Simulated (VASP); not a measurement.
A run of VASP 6.6.1:

The input INCAR:

```
PREC = Accurate
ENCUT = 520
EDIFF = 1E-6
ISMEAR = 0
SIGMA = 0.05
LREAL = Auto
LASPH = T
NELM = 100
ALGO = Normal
ISIF = 2
LWAVE = F
LCHARG = T
GGA = PE
LELF = T
LVHAR = T
NBANDS = 56
```

Contents of KPOINTS:

```
regular mesh
0
Gamma
  2 2 1
```

File POSCAR:

```
H2C18O
1.0
    7.3980000000      0.0000000000      0.0000000000
   -3.6990000000      6.4068560000      0.0000000000
    0.0000000000      0.0000000000     11.0000000000
C O H
18 1 2
Direct
    0.0116591688      0.0015992243      0.0653600000
    0.2319766855      0.1118536143      0.0652590909
    0.0094271402      0.3345779896      0.0653836364
    0.2343054569      0.4469507353      0.0652509091
    0.0110776045      0.6700824866      0.0652640909
    0.2324796592      0.7807543981      0.0652875455
    0.3426045596      0.0010796247      0.0652731818
    0.5674550829      0.1135227637      0.0653233636
    0.3443951953      0.3367344295      0.0652233636
    0.5657866144      0.4474523854      0.0652376364
    0.3449042928      0.6683235896      0.0652723636
    0.5652201681      0.7784273597      0.0653398182
    0.6775895485      0.0032810165      0.0654651818
    0.8991635250      0.1140626541      0.0655408182
    0.6782390326      0.3350398386      0.0652487273
    0.8986280461      0.4452698796      0.0652696364
    0.6759852763      0.6677618476      0.0652906364
    0.9008646658      0.7801818864      0.0652938182
    0.9715609633      0.2420062196      0.3950095455
    0.8717691147      0.2701613709      0.4354587273
    0.9170166525      0.2030506070      0.3130388182
```

Potentials or basis: VASP PAW PBE potentials, release 64 (C, O, H).

Run with:

```sh
$ cat potpaw_PBE.64/C/POTCAR potpaw_PBE.64/O/POTCAR potpaw_PBE.64/H/POTCAR > POTCAR
$ mpirun -np 1 vasp_std > vasp.out
```

Hardware: 1 thread of Intel(R) Xeon(R) 6975P-C (Granite Rapids) (shared host).

**Question.** Estimate the wall time of this run.

**Answer.** Wall time 2.9 min on 1 thread of Intel(R) Xeon(R) 6975P-C (Granite Rapids), on a shared host, peak memory 0.59 GiB. Counts: scf iterations 21, k points 4.
